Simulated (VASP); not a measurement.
# SiC (P1) in VASP: notebook, part 2 of 2

VASP 6.6.1. Earlier steps stand in the parts before.

### 5 Single point, r2SCAN

Input file POSCAR:

```
SiC
1.0
    1.5415877827      0.8900361213      5.3212273245
   -1.5415877827      0.8900361213      5.3212273245
    0.0000000000     -1.7800722426      5.3212273245
C Si
2 2
Direct
    0.4172856631      0.4490561536      0.4817043318
    0.6102858313      0.5247545359      0.5075248658
    0.9606821321      0.8942992760      0.9239430952
    0.0275266512      0.1169007379      0.0806633516
```

Input file INCAR.step1:

```
PREC = Accurate
ENCUT = 520
ISMEAR = -1
SIGMA = 0.146
LREAL = False
LASPH = True
NELM = 100
NBANDS = 16
GGA = PE
ALGO = Normal
EDIFF = 1E-4
LWAVE = True
LCHARG = False
```

Input file INCAR.step2:

```
PREC = Accurate
ENCUT = 520
EDIFF = 1E-6
ISMEAR = -1
SIGMA = 0.146
LREAL = False
LASPH = True
NELM = 100
ALGO = Normal
ISIF = 2
LWAVE = False
LCHARG = False
METAGGA = R2SCAN
LMIXTAU = True
NBANDS = 16
ISTART = 1
```

Input file KPOINTS:

```
Automatic mesh
0
Gamma
  6 6 6
```

Potentials or basis: VASP PAW PBE potentials, release 64 (C, Si).

Started as:

```bash
> cat potpaw_PBE.64/C/POTCAR potpaw_PBE.64/Si/POTCAR > POTCAR
> cp INCAR.step1 INCAR
> mpirun -np 1 vasp_std > vasp.out
> cp INCAR.step2 INCAR
> mpirun -np 1 vasp_std > vasp.out
```

OUTCAR:

```text
PREC = Accurate
   ENCUT = 520
   EDIFF = 1E-6
   ISMEAR = -1
   LREAL = False
   LASPH = True
   NELM = 100
   ISIF = 2
   METAGGA = R2SCAN
   ISTART = 1

 ion  position               nearest neighbor table
   1  0.417  0.449  0.482-   2 1.59   4 1.83   4 1.86   4 2.00
   2  0.610  0.525  0.508-   1 1.59   3 1.83   3 1.95   3 1.99
   3  0.961  0.894  0.924-   2 1.83   2 1.95   2 1.99   4 2.39
   4  0.028  0.117  0.081-   1 1.83   1 1.86   1 2.00   3 2.39

  LATTYP: Found a trigonal (rhomboedric) cell.
 ALAT       =     5.6110709698
 COS(alpha) =     0.8490354448

  Lattice vectors:

 A1 = (   1.5415877827,   0.8900361213,   5.3212273245)
 A2 = (  -1.5415877827,   0.8900361213,   5.3212273245)
 A3 = (   0.0000000000,  -1.7800722426,   5.3212273245)

Analysis of symmetry for initial positions (statically):
=====================================================================
 Subroutine PRICEL returns:
 Original cell was already a primitive cell.

 Routine SETGRP: Setting up the symmetry group for a
 trigonal (rhombohedral) supercell.

 Subroutine GETGRP returns: Found  1 space group operations
 (whereof  1 operations were pure point group operations)
 out of a pool of 12 trial point group operations.

The static configuration has the point symmetry C_1 .

Analysis of symmetry for dynamics (positions and initial velocities):
=====================================================================
 Subroutine PRICEL returns:
 Original cell was already a primitive cell.

 Routine SETGRP: Setting up the symmetry group for a
 trigonal (rhombohedral) supercell.

 Subroutine GETGRP returns: Found  1 space group operations
 (whereof  1 operations were pure point group operations)
 out of a pool of 12 trial point group operations.

The dynamic configuration has the point symmetry C_1 .

[... 120 lines left out ...]
   IMIX   =      4    mixing-type and parameters
     AMIX     =   0.40;   BMIX     =  1.00
     AMIX_MAG =   1.60;   BMIX_MAG =  1.00
  volume/ion in A,a.u.               =      10.95        73.91
  Fermi-wavevector in a.u.,A,eV,Ry     =   1.170223  2.211400 18.632105  1.369421
  Thomas-Fermi vector in A             =   2.306684
   LORBIT       =      0    0 simple, 1 ext, 2 COOP (PROOUT), +10 PAW based schemes
   METAGGA = R2SCAN    functional components
   LHFCALC =     F    Hartree Fock is set to
   AEXX    =    0.0000 exact exchange contribution
   IVDW    =     0    specifies the selected vdW correction
   LEPSILON=     F    determine dielectric tensor
   LRPA    =     F    only Hartree local field effects (RPA)
 non-spin polarized calculation
  energy-cutoff  :      520.00
  volume of cell :       43.81
 maximum number of plane-waves:      1198
 NGX is ok and might be reduce to    42
   NGX = 21   NGY = 21   NGZ = 21

 number of electron      16.0000000 magnetization

 Free energy of the ion-electron system (eV)
  ---------------------------------------------------
  ext. energy  EPLUGINS =         0.00000000
  ---------------------------------------------------
  free energy    TOTEN  =       -36.78726331 eV

  energy without entropy =      -36.77650525  energy(sigma->0) =      -36.78188428

 E-fermi :   9.0155     XC(G=0): -11.6921

 val. band max:        8.9251220413   @ k =   0.0000   0.0000   0.0000
 cond. band min:       9.0909364917   @ k =   0.5000  -0.0000   0.5000
 fundamental gap:      0.1658144504
 Fermi energy:         9.0154737665

 k-point     1 :       0.0000    0.0000    0.0000
  band No.  band energies     occupation
      1      -9.0347      2.00000
      2      -4.8131      2.00000
      3      -1.6167      2.00000
      4       5.3237      2.00000
      5       5.9669      2.00000
      6       6.8353      2.00000
[... 433 lines left out ...]
      3      -1.3351      2.00000
      4       1.6823      2.00000
      5       2.0905      2.00000
      6       3.7196      2.00000
[... 8 lines left out ...]
     15      18.1133      0.00000
     16      19.9538      0.00000

 [... further k-points ...]

------------------------ aborting loop because EDIFF is reached ----------------------------------------

  FORCE on cell =-STRESS in cart. coord.  units (eV):
  Direction    XX          YY          ZZ          XY          YZ          ZX
  --------------------------------------------------------------------------------------
  -------------------------------------------------------------------------------------
  Total       -1.2735161      1.1570706      0.1233431      0.1817761      0.9835440     -0.4051603
  in kB      -46.5774881     42.3186179      4.5111417      6.6482679     35.9720687    -14.8183061
  external PRESSURE =       0.0840905 kB  Pullay stress =       0.0000000 kB

 VOLUME and BASIS-vectors are now :
 -----------------------------------------------------------------------------
  energy-cutoff  :      520.00
  volume of cell :       43.81
      direct lattice vectors                 reciprocal lattice vectors
     1.541587783  0.890036121  5.321227324     0.324340920  0.187258318  0.062642190
    -1.541587783  0.890036121  5.321227324    -0.324340920  0.187258318  0.062642190
     0.000000000 -1.780072243  5.321227324     0.000000000 -0.374516635  0.062642190

 POSITION                                       TOTAL-FORCE (eV/Angst)
 -----------------------------------------------------------------------------------
     -0.04898     -0.08639      7.17326        -0.936978      1.603412     -0.060754
      0.13185      0.10680      8.74046        -0.546758     -2.108204      0.937512
      0.10233      0.00632     14.78729        -0.051444      1.728798     -0.519539
     -0.13778     -0.01504      1.19776         1.535181     -1.224005     -0.357219
 -----------------------------------------------------------------------------------
    total drift:                               -0.000029     -0.000007      0.000125

  FREE ENERGIE OF THE ION-ELECTRON SYSTEM (eV)
  ---------------------------------------------------
  free  energy   TOTEN  =       -36.7872633062 eV

  energy  without entropy=      -36.7765052466  energy(sigma->0) =      -36.78188428
```

OUTCAR.step1:

```text
PREC = Accurate
   ENCUT = 520
   ISMEAR = -1
   LREAL = False
   LASPH = True
   NELM = 100
[... 684 lines left out ...]
      0.13185      0.10680      8.74046        -0.535532     -2.057441      0.581875
      0.10233      0.00632     14.78729        -0.001937      1.699915     -0.316907
     -0.13778     -0.01504      1.19776         1.465159     -1.197865     -0.505300
 -----------------------------------------------------------------------------------
    total drift:                                0.000123     -0.000187     -0.000852

  FREE ENERGIE OF THE ION-ELECTRON SYSTEM (eV)
  ---------------------------------------------------
  free  energy   TOTEN  =       -28.4769714211 eV

  energy  without entropy=      -28.4632572818  energy(sigma->0) =      -28.47011435
```

OSZICAR.step1:

```text
N       E                     dE             d eps       ncg     rms          rms(c)
DAV:   1     0.244787746440E+02    0.24479E+02   -0.68573E+03  3584   0.881E+02
DAV:   2    -0.287294994567E+02   -0.53208E+02   -0.48232E+02  4880   0.152E+02
DAV:   3    -0.312744023449E+02   -0.25449E+01   -0.25308E+01  4776   0.312E+01
DAV:   4    -0.312950967685E+02   -0.20694E-01   -0.20690E-01  4480   0.339E+00
DAV:   5    -0.312953311335E+02   -0.23437E-03   -0.23435E-03  4904   0.338E-01    0.109E+01
DAV:   6    -0.285480772986E+02    0.27473E+01   -0.43822E+00  3992   0.152E+01    0.510E+00
DAV:   7    -0.285012474641E+02    0.46830E-01   -0.10319E+00  4904   0.621E+00    0.250E+00
DAV:   8    -0.284774631560E+02    0.23784E-01   -0.44993E-02  4200   0.156E+00    0.714E-01
DAV:   9    -0.284768830978E+02    0.58006E-03   -0.94079E-03  5040   0.700E-01    0.129E-01
DAV:  10    -0.284769714211E+02   -0.88323E-04   -0.57492E-04  4320   0.181E-01
   1 F= -.28476971E+02 E0= -.28470114E+02  d E =-.137141E-01
```

It took 25 min on 1 thread of Intel Xeon 8259CL, shared host; peak memory 0.3 GiB.

What came out:

| Item | Value |
| --- | --- |
| Free energy | -36.7873 eV |
| Pressure | 0.0 GPa |
| Largest force | 2.371 eV/Å |
| Band gap on the k mesh | zero (bands 8 and 9 overlap by 0.01 eV) |

Forces on the atoms (eV/Å):
```
C   -0.937  1.603 -0.061
C   -0.547 -2.108  0.938
Si  -0.051  1.729 -0.520
Si   1.535 -1.224 -0.357
```

Caveat: the k points lie up to 0.40 Å⁻¹ apart; semilocal functionals underestimate gaps, and a narrow one can read as zero; the PAW data sets were made with another functional, which shifts forces and pressure a little.

### 6 The runs side by side

| cell | smearing | gap on the mesh (eV) | pressure (GPa) | largest force (eV/Å) |
| --- | --- | --- | --- | --- |
| as given, atomic positions A | fermi-dirac 0.19 eV | none | -1.6 | 3.50 |
| as given, atomic positions B | fermi-dirac 0.19 eV | 1.06 | 3.1 | 3.80 |
| as given, atomic positions C | fermi-dirac 0.19 eV | 0.11 | -1.1 | 2.32 |
| as given, atomic positions D | fermi-dirac 0.146 eV | none | 0.0 | 2.37 |

Alike in all rows: task single point; level r2SCAN; potentials or basis VASP PAW PBE potentials, release 64 (C, Si); no spin polarisation; k mesh 6 × 6 × 6; cutoff (eV) 520.

Caveats: some runs use coarse meshes; the PAW data sets were made with another functional, which shifts forces and pressure a little; semilocal functionals underestimate gaps, and a narrow one can read as zero (at least some runs); the cell stands under pressure (at least some runs); the stress differs along the axes, from -4 to 3 GPa (at least some runs); the smearing spreads over this small gap (at least some runs).

Absolute energies hang on the potentials; compare differences alone.

The gap in the log of VASP goes by the Fermi energy; the results here count the filled bands.